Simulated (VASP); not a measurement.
# B in VASP: a series of runs

The runs below take B through single point, relaxation of cell and atoms, with PBEsol.

All numbers are computed with VASP 6.6.1; they aren't measurements. Logs are shortened: lines on timing, memory, paths and dates and some standing lists are left out, and cuts for length are marked.

### Step 1. The cell of the first run

The structure is tetragonal, space group I4/mmm (No. 139). Conventional cell: a = 2.012 Å, b = 2.012 Å, c = 2.876 Å, α = 90.00°, β = 90.00°, γ = 90.00°. Within 2.7 Å of B (site symmetry 4/mmm) lie 12 B at 2.01 to 2.02 Å.

This isn't the form of B at room conditions, which is rhombohedral.

### Step 2. Single point, PBEsol

Input file INCAR:

```
PREC = Accurate
ENCUT = 520
EDIFF = 1E-6
ISMEAR = 0
SIGMA = 0.1
LREAL = F
LASPH = T
NELM = 80
ALGO = Normal
ISIF = 2
LWAVE = F
LCHARG = F
GGA = PS
NBANDS = 8
```

Input file KPOINTS:

```
regular mesh
0
Gamma
  38 38 38
```

Input file POSCAR:

```
B
1.0
   -1.0062169483      1.0062169483      1.4382137652
    1.0062169483     -1.0062169483      1.4382137652
    1.0062169483      1.0062169483     -1.4382137652
B
1
Direct
    0.0000000000      0.0000000000      0.0000000000
```

Potentials or basis: VASP PAW PBE potentials, release 64 (B).

Started as:

```sh
cat potpaw_PBE.64/B/POTCAR > POTCAR
mpirun -np 1 vasp_std > vasp.out
```

OUTCAR:

```text
PREC = Accurate
   ENCUT = 520
   EDIFF = 1E-6
   ISMEAR = 0
   LREAL = F
   LASPH = T
   NELM = 80
   ISIF = 2
   GGA = PS

 ion  position               nearest neighbor table
   1  0.000  0.000  0.000-

  LATTYP: Found a body centered tetragonal cell.
 ALAT       =     2.0124338966
 C/A-ratio  =     1.4293277087

  Lattice vectors:

 A1 = (  -1.0062169483,   1.0062169483,   1.4382137652)
 A2 = (   1.0062169483,  -1.0062169483,   1.4382137652)
 A3 = (   1.0062169483,   1.0062169483,  -1.4382137652)

Analysis of symmetry for initial positions (statically):
=====================================================================
 Subroutine PRICEL returns:
 Original cell was already a primitive cell.

 Routine SETGRP: Setting up the symmetry group for a
 body centered tetragonal supercell.

 Subroutine GETGRP returns: Found 16 space group operations
 (whereof 16 operations were pure point group operations)
 out of a pool of 16 trial point group operations.

The static configuration has the point symmetry D_4h.

Analysis of symmetry for dynamics (positions and initial velocities):
=====================================================================
 Subroutine PRICEL returns:
 Original cell was already a primitive cell.

 Routine SETGRP: Setting up the symmetry group for a
 body centered tetragonal supercell.

 Subroutine GETGRP returns: Found 16 space group operations
 (whereof 16 operations were pure point group operations)
 out of a pool of 16 trial point group operations.

The dynamic configuration has the point symmetry D_4h.

 Subroutine INISYM returns: Found 16 space group operations
 (whereof 16 operations are pure point group operations),
 and found     1 'primitive' translations

----------------------------------------------------------------------------------------

                                     Primitive cell

  volume of cell :       5.8246

  direct lattice vectors                    reciprocal lattice vectors
    -1.006216948  1.006216948  1.438213765     0.000000000  0.496910732  0.347653466
     1.006216948 -1.006216948  1.438213765     0.496910732  0.000000000  0.347653466
     1.006216948  1.006216948 -1.438213765     0.496910732  0.496910732  0.000000000

  length of vectors
     2.023216234  2.023216234  2.023216234     0.606451323  0.606451323  0.702737896
[... 78 lines left out ...]
   NELM   =     80;   NELMIN=  2; NELMDL= -5     # of ELM steps
   EDIFF  = 0.1E-05   stopping-criterion for ELM
   LREAL  =      F    real-space projection
   EDIFFG = 0.1E-04   stopping-criterion for IOM
   NSW    =      0    number of steps for IOM
   IBRION =     -1    ionic relax: 0-MD 1-quasi-New 2-CG
   NFREE  =      0    steps in history (QN), initial steepest desc. (CG)
   ISIF   =      2    stress and relaxation
   ISYM   =      2    0-nonsym 1-usesym 2-fastsym
   POTIM  = 0.5000    time-step for ionic-motion
   TEBEG  =    0.0;   TEEND  =   0.0 temperature during run
   PSTRESS=    0.0 pullay stress
   NELECT =       3.0000    total number of electrons
   NUPDOWN=      -1.0000    fix difference up-down
   EMIN   =  10.00;   EMAX   =-10.00  energy-range for DOS
   EFERMI =   0.00;   METHOD = LEGACY
   ISMEAR =     0;   SIGMA  =   0.10  broadening in eV -4-tet -1-fermi 0-gaus
   EFERMI_NEDOS =   21; number of points for ismear=-14 and -15
   IALGO  =     38    algorithm
   IMIX   =      4    mixing-type and parameters
     AMIX     =   0.40;   BMIX     =  1.00
     AMIX_MAG =   1.60;   BMIX_MAG =  1.00
  volume/ion in A,a.u.               =       5.82        39.31
  Fermi-wavevector in a.u.,A,eV,Ry     =   1.312280  2.479849 23.430288  1.722078
  Thomas-Fermi vector in A             =   2.442683
   LORBIT       =      0    0 simple, 1 ext, 2 COOP (PROOUT), +10 PAW based schemes
   GGA     = PS    functional components
   LHFCALC =     F    Hartree Fock is set to
   AEXX    =    0.0000 exact exchange contribution
   IVDW    =     0    specifies the selected vdW correction
   LEPSILON=     F    determine dielectric tensor
   LRPA    =     F    only Hartree local field effects (RPA)
 non-spin polarized calculation
 Gauss-broadening in eV      SIGMA  =   0.10
  energy-cutoff  :      520.00
  volume of cell :        5.82
 maximum number of plane-waves:       169
   NGX =  7   NGY =  7   NGZ =  7

 number of electron       3.0000000 magnetization

 Free energy of the ion-electron system (eV)
  ---------------------------------------------------
  ext. energy  EPLUGINS =         0.00000000
  ---------------------------------------------------
  free energy    TOTEN  =        -5.75565204 eV

  energy without entropy =       -5.75458200  energy(sigma->0) =       -5.75511702

 E-fermi :  10.7074     XC(G=0): -13.0817

 val. band max:       10.7070690070   @ k =   0.4737   0.4474   0.0263
 cond. band min:      10.7098087359   @ k =  -0.4737  -0.4737   0.3684
 fundamental gap:      0.0027397289
 Fermi energy:        10.7073579519

 k-point     1 :       0.0000    0.0000    0.0000
  band No.  band energies     occupation
      1      -8.6325      2.00000
      2      26.8496      0.00000
      3      26.8524      0.00000
      4      26.8524      0.00000
      5      43.2881      0.00000
      6      43.4326      0.00000
      7      43.4326      0.00000
      8      47.1274      0.00000
[... 243 lines left out ...]
 k-point    24 :       0.1053    0.0263    0.0000
  band No.  band energies     occupation
      1      -8.0362      2.00000
      2      24.1319      0.00000
      3      25.8821      0.00000
      4      26.5841      0.00000
      5      40.3684      0.00000
      6      44.2605      0.00000
      7      44.9727      0.00000
      8      50.6919      0.00000

 [... further k-points ...]

------------------------ aborting loop because EDIFF is reached ----------------------------------------

  FORCE on cell =-STRESS in cart. coord.  units (eV):
  Direction    XX          YY          ZZ          XY          YZ          ZX
  --------------------------------------------------------------------------------------
  -------------------------------------------------------------------------------------
  Total        0.0145124      0.0145124      0.0145302      0.0000000     -0.0000000      0.0000000
  in kB        3.9919233      3.9919233      3.9968179      0.0000000     -0.0000000      0.0000000
  external PRESSURE =       3.9935548 kB  Pullay stress =       0.0000000 kB

 VOLUME and BASIS-vectors are now :
 -----------------------------------------------------------------------------
  energy-cutoff  :      520.00
  volume of cell :        5.82
      direct lattice vectors                 reciprocal lattice vectors
    -1.006216948  1.006216948  1.438213765     0.000000000  0.496910732  0.347653466
     1.006216948 -1.006216948  1.438213765     0.496910732  0.000000000  0.347653466
     1.006216948  1.006216948 -1.438213765     0.496910732  0.496910732  0.000000000

 POSITION                                       TOTAL-FORCE (eV/Angst)
 -----------------------------------------------------------------------------------
      0.00000      0.00000      0.00000         0.000000      0.000000      0.000000
 -----------------------------------------------------------------------------------
    total drift:                               -0.000000      0.000000     -0.000000

  FREE ENERGIE OF THE ION-ELECTRON SYSTEM (eV)
  ---------------------------------------------------
  free  energy   TOTEN  =        -5.7556520424 eV

  energy  without entropy=       -5.7545820001  energy(sigma->0) =       -5.75511702
```

Run time: 29 s. Hardware: 1 thread of Intel Xeon 6975P-C (Granite Rapids), shared host; peak memory 0.25 GiB.

Results:

```yaml
Free_energy: -5.7557 eV
Pressure: 0.4 GPa
Band_gap_on_the_k_mesh: zero (an odd number of electrons rules out a gap without spin polarisation)
```

Caveat: the PAW data sets were made with another functional, which shifts forces and pressure a little.

### Step 3. Relaxation of cell and atoms, PBEsol

This run uses another cell than the first one, of 5.84 Å³/atom.

Input file INCAR:

```
SYSTEM = B
ALGO = Normal
EDIFF = 1E-6
EDIFFG = -0.01
ENCUT = 600
GGA = PS
IBRION = 2
ISIF = 3
ISMEAR = 0
LASPH = .True.
LCHARG = .False.
LREAL = .False.
LWAVE = .False.
NELM = 60
NSW = 100
PREC = Accurate
SIGMA = 0.1
```

Input file KPOINTS:

```
k-points
0
Gamma
  38 38 38
  0 0 0
```

Input file POSCAR:

```
B
1.0
   -0.9879321521      0.9879321521      1.4970414829
    0.9879321521     -0.9879321521      1.4970414829
    0.9879321521      0.9879321521     -1.4970414829
B
1
Direct
    0.0000000000      0.0000000000      0.0000000000
```

Potentials or basis: VASP PAW PBE potentials, release 64 (B).

Started as:

```sh
cat potpaw_PBE.64/B/POTCAR > POTCAR
mpirun -np 1 vasp_std > vasp.out
```

It took 88 s on 1 thread of Intel Xeon 6975P-C (Granite Rapids), shared host; peak memory 0.25 GiB.

It converged, with:

| Quantity | Value |
| --- | --- |
| Free energy | -5.7569 eV |
| Relaxed volume | 5.83 Å³/atom |
| Relaxed cell | a = 2.024 Å, b = 2.024 Å, c = 2.024 Å, α = 120.35°, β = 120.35°, γ = 89.39° |
| Space group after relaxing (to 0.1 Å) | Fm-3m (No. 225) |
| Energy gained by relaxing | 9.6 meV/atom |
| Ionic steps | 9 |
| Pressure after relaxing | 0.0 GPa |
| Band gap on the k mesh | zero (an odd number of electrons rules out a gap without spin polarisation) |

Step by step:
```
step  energy change (eV)  largest force (eV/Å)  pressure (GPa)  volume (Å³)
   1              0.0000                0.0000            0.54         5.84
   2             -0.0075                0.0000           -1.10         5.86
   3             -0.0092                0.0000           -1.86         5.87
   4             -0.0093                0.0000           -1.92         5.87
   5             -0.0093                0.0000           -1.94         5.87
   6             -0.0093                0.0000           -1.93         5.87
   7             -0.0093                0.0000           -1.92         5.87
   8             -0.0094                0.0000            1.49         5.80
   9             -0.0096                0.0000            0.00         5.83
```

Final structure:
```
B
1.0
    -1.00661    1.00661    1.43878
     1.00661   -1.00661    1.43878
     1.00661    1.00661   -1.43878
B
1
Direct
  0.00000 0.00000 0.00000
```

Levels at points of the mesh, in eV from the Fermi level:
| k point | band 1 | band 2 | band 3 | band 4 | band 5 |
| --- | --- | --- | --- | --- | --- |
| (0.00, 0.00, 0.00) | -19.32 | 16.13 | 16.13 | 16.13 | 32.56 |
| (0.50, 0.00, 0.00) | -10.14 | -5.65 | 12.98 | 13.31 | 29.10 |
| (0.50, 0.50, 0.00) | -7.22 | -0.12 | 5.94 | 6.10 | 15.95 |
| (0.50, 0.50, 0.50) | -7.47 | -0.55 | 6.32 | 6.32 | 16.26 |

Caveat: the PAW data sets were made with another functional, which shifts forces and pressure a little.

### Step 4. Single point, PBEsol

Input file INCAR:

```
SYSTEM = B
PREC     = Accurate       ! precision mode
ENCUT    = 520            ! plane-wave cutoff, eV
EDIFF    = 1E-7           ! SCF threshold, eV
ISMEAR   = 0              ! smearing method
SIGMA    = 0.1            ! smearing width, eV
LREAL    = .FALSE.        ! projectors in reciprocal space
LASPH    = .TRUE.         ! aspherical terms in the spheres
NELM     = 100            ! most SCF steps
ALGO     = Normal         ! electronic algorithm
ISIF     = 2              ! what is computed and relaxed
LWAVE    = .FALSE.        ! write WAVECAR
LCHARG   = .FALSE.        ! write CHGCAR
GGA      = PS             ! functional
NBANDS   = 8              ! bands
```

Input file KPOINTS:

```
Automatic mesh
0
G
  10 10 10
  0 0 0
```

Input file POSCAR:

```
B
1.0
    0.0000000000      1.4277998759      1.4277998759
    1.4277998759      0.0000000000      1.4277998759
    1.4277998759      1.4277998759      0.0000000000
B
1
Direct
    0.0000000000      0.0000000000      0.0000000000
```

Started as:

```sh
cat potpaw_PBE.64/B/POTCAR > POTCAR
mpirun -np 1 vasp_std > vasp.out
```

It took 2.1 s on 1 thread of Intel Xeon Platinum 8259CL at 2.50GHz (Skylake/Cascade Lake), shared host; peak memory 0.11 GiB.

Results (log left out):

```yaml
Free_energy: -5.7424 eV
Pressure: 0.4 GPa
Band_gap_on_the_k_mesh: zero (an odd number of electrons rules out a gap without spin polarisation)
```

Levels at points of the mesh, in eV from the Fermi level:
```csv
k point,band 1,band 2,band 3,band 4,band 5
"(0.00, 0.00, 0.00)",-19.30,16.19,16.19,16.19,32.73
"(0.50, 0.00, 0.00)",-10.12,-5.61,13.21,13.21,29.44
"(0.50, 0.50, 0.00)",-7.28,-0.22,6.17,6.17,16.11
```

Caveat: the k points lie up to 0.38 Å⁻¹ apart, too coarse for converged energies and pressures of a metal; the PAW data sets were made with another functional, which shifts forces and pressure a little.

### Step 5. Summary

| task | cell | k mesh | cutoff (eV) | gap on the mesh (eV) | pressure (GPa) |
| --- | --- | --- | --- | --- | --- |
| single point | a = 2.023 Å, angles 120.4, 120.4, 89.4°, 1 atom | 38 × 38 × 38 | 520 | none | 0.4 |
| relaxation of cell and atoms | relaxed from a = 2.048 Å, angles 122.3, 122.3, 86.0°, 1 atom | 38 × 38 × 38 | 600 | none | 0.0 |
| single point | a = 2.019 Å, angles 60.0°, 1 atom | 10 × 10 × 10 | 520 | none | 0.4 |

Alike in all rows: level PBEsol; potentials or basis VASP PAW PBE potentials, release 64 (B); no spin polarisation; smearing gaussian 0.1 eV.

Caveats: some runs use coarse meshes; the PAW data sets were made with another functional, which shifts forces and pressure a little.

Absolute energies hang on the potentials; compare differences alone.
